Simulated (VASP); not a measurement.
SrCl2: single point with PBEsol

SrCl2:

```xyz
3
Lattice="-0.7554 3.1517 3.1517 3.1517 -0.7554 3.1517 3.1517 3.1517 -0.7554" Properties=species:S:1:pos:R:3 pbc="T T T"
Sr    0.0000    0.0000    0.0000
Cl    1.3870    1.3870    1.3870
Cl    4.1610    4.1610    4.1610
```

This cell differs from its parent crystal: ratio of the length along [111] to the lengths across it x 0.71, volume and fractional coordinates fixed.

```
Program                : VASP 6.6.1
Task                   : single point
Functional             : PBEsol
Potentials or basis    : VASP PAW PBE potentials, release 64 (Sr_sv, Cl)
Cutoff                 : 520 eV
k mesh                 : 6 × 6 × 6
Occupations            : gaussian, width 0.05 eV
Spin                   : no spin polarisation
Dipole correction      : no
Further INCAR settings : ALGO = Normal; EDIFF = 1e-06; NBANDS = 19
```

- Pressure: 9.3 GPa
- Largest force: 3.899 eV/Å
- Band gap on the k mesh: 4.82 eV, indirect (least direct gap 4.83 eV)

Forces on the atoms (eV/Å):
```
Sr   0.000  0.000  0.000
Cl   2.251  2.251  2.251
Cl  -2.251 -2.251 -2.251
```

Stress tensor (GPa, compression positive):
```
 9.28 12.29 12.29
12.29  9.28 12.29
12.29 12.29  9.28
```

Levels at points of the mesh, in eV from the valence-band top:
| k point | band 8 | band 9 | band 10 | band 11 | band 12 | band 13 | band 14 | band 15 | band 16 | band 17 |
| --- | --- | --- | --- | --- | --- | --- | --- | --- | --- | --- |
| (0.00, 0.00, 0.00) | -2.30 | -2.16 | -0.37 | -0.37 | -0.02 | 4.82 | 6.36 | 6.36 | 8.03 | 8.03 |
| (0.50, 0.00, 0.00) | -1.74 | -1.62 | -1.38 | -1.16 | -0.37 | 6.14 | 6.94 | 7.38 | 7.68 | 7.95 |
| (0.50, 0.50, 0.00) | -2.12 | -1.20 | -1.11 | -0.41 | 0.00 | 5.66 | 6.58 | 7.60 | 7.86 | 7.91 |
| (0.50, 0.50, 0.50) | -1.62 | -1.62 | -1.25 | -1.25 | -0.72 | 7.44 | 7.44 | 7.52 | 7.89 | 7.89 |

Wall time 31 s on 1 thread of AMD EPYC 9R45 96-Core Processor (Zen 5), on a shared host, peak memory 0.19 GiB.

Caveat: the PAW data sets were made with another functional, which shifts forces and pressure a little. A k mesh can miss the band edges.
